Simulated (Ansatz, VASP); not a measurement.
One calculation of Bi, two programs

```xyz
2
Lattice="4.5390 0.0454 0.0454 -2.2302 3.9082 0.0166 0.1183 0.1183 11.8290" Properties=species:S:1:pos:R:3 pbc="T T T"
Bi    0.0558    2.6502    2.9835
Bi    2.3713    1.4217    8.9075
```

Change from the starting cell: equal xy, yz and zx shear strains of +2 %.

Alike in both runs: task single point; functional PBEsol; k mesh 9 × 9 × 3; occupations fermi-dirac, width 0.08 eV; no spin polarisation.

|  | VASP | Ansatz |
| --- | --- | --- |
| version | VASP 6.6.1 | Ansatz 0.2.0 |
| potentials or method | VASP PAW PBE potentials, release 64 (Bi_d), cutoff 520 eV | all-electron LAPW, scalar-relativistic |

|  | VASP | Ansatz | Ansatz less VASP |
| --- | --- | --- | --- |
| pressure (GPa) | -3.5 | -3.4 | +0.02 |
| traceless stress, the component that is largest in VASP (GPa) | 3.08 | 3.08 | -0.001 |

VASP's potentials were made for PBE, not for PBEsol. Ansatz ran all-electron here, and VASP with PAW potentials.

Spin-orbit coupling is off throughout.
